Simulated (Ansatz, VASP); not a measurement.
## C in VASP and in Ansatz

The input INCAR:

```
SYSTEM = C
PREC = Accurate
ENCUT = 520
EDIFF = 1E-7
ISMEAR = 0
SIGMA = 0.05
LREAL = Auto
LASPH = .TRUE.
NELM = 80
ALGO = Normal
ISIF = 2
LWAVE = .FALSE.
LCHARG = .FALSE.
GGA = PS
NBANDS = 43
```

KPOINTS

```
Automatic mesh
0
G
  6 6 6
  0 0 0
```

POSCAR

```
C
1.0
    0.0000000000      3.5537981836     -3.5537981836
   -3.5537981836      0.0000000000     -3.5537981836
   -3.5537981836      3.5537981836      0.0000000000
C
15
Direct
    0.2500000000      0.7500000000      0.2500000000
    0.7500000000      0.2500000000      0.2500000000
    0.2500000000      0.2500000000      0.2500000000
    0.7500000000      0.7500000000      0.7500000000
    0.2500000000      0.7500000000      0.7500000000
    0.7500000000      0.2500000000      0.7500000000
    0.2500000000      0.2500000000      0.7500000000
    0.8750000000      0.3750000000      0.3750000000
    0.3750000000      0.3750000000      0.3750000000
    0.8705215931      0.8705215931      0.4308318137
    0.3750000000      0.8750000000      0.3750000000
    0.8750000000      0.3750000000      0.8750000000
    0.3750000000      0.3750000000      0.8750000000
    0.8750000000      0.8750000000      0.8750000000
    0.3750000000      0.8750000000      0.8750000000
```

Input for Ansatz:

```yaml
crystal:
  lattice:
    - [0.0, 3.5537981836, -3.5537981836]
    - [-3.5537981836, 0.0, -3.5537981836]
    - [-3.5537981836, 3.5537981836, 0.0]
  atoms:
    - { symbol: C, position: [0.25, 0.75, 0.25] }
    - { symbol: C, position: [0.75, 0.25, 0.25] }
    - { symbol: C, position: [0.25, 0.25, 0.25] }
    - { symbol: C, position: [0.75, 0.75, 0.75] }
    - { symbol: C, position: [0.25, 0.75, 0.75] }
    - { symbol: C, position: [0.75, 0.25, 0.75] }
    - { symbol: C, position: [0.25, 0.25, 0.75] }
    - { symbol: C, position: [0.875, 0.375, 0.375] }
    - { symbol: C, position: [0.375, 0.375, 0.375] }
    - { symbol: C, position: [0.8705215931, 0.8705215931, 0.4308318137] }
    - { symbol: C, position: [0.375, 0.875, 0.375] }
    - { symbol: C, position: [0.875, 0.375, 0.875] }
    - { symbol: C, position: [0.375, 0.375, 0.875] }
    - { symbol: C, position: [0.875, 0.875, 0.875] }
    - { symbol: C, position: [0.375, 0.875, 0.875] }
basis:
  ecutwfc: 420
kpoints:
  mp_grid: { grid: [6, 6, 6] }
hamiltonian:
  xc: pbesol
  pseudopotentials: { kind: paw, azcp: { folder: soft_1 } }
scf:
  occupations: { method: gaussian, width: 0.05 }
output:
  forces: true
  stress: true
  eigenvalues: true
  write_density: true
  write_potential: true
  elf: true
  volumetric_format: npy
```

Change from the starting cell: C vacancy; atom 10 moved -0.125 of the way to it and +0.175 Å across, host rigid.

Alike in both runs: task single point; functional PBEsol; k mesh 6 × 6 × 6; occupations gaussian, width 0.05 eV; no spin polarisation.

|  | VASP | Ansatz |
| --- | --- | --- |
| version | VASP 6.6.1 | Ansatz 0.2.0 |
| potentials or method | VASP PAW PBE potentials, release 64 (C), cutoff 520 eV | scalar-relativistic, plane waves, PAW |
| valence electrons in the cell | 60 | 60 |

|  | VASP | Ansatz | Ansatz less VASP |
| --- | --- | --- | --- |
| gap on the k mesh at the Fermi level (eV) | none | none | - |
| pressure (GPa) | -0.5 | -1.6 | -1.08 |
| traceless stress, the component that is largest in VASP (GPa) | -7.48 | -7.42 | +0.068 |
| rms of the force components (eV/Å) | 1.995 | 1.986 | -0.0090 |

VASP's potentials were made for PBE, not for PBEsol, and Ansatz warns of the same on its side. Atom by atom the forces differ by 0.017 eV/Å (rms over components). A gap of «none» marks a metal or a gap that the smearing closes.
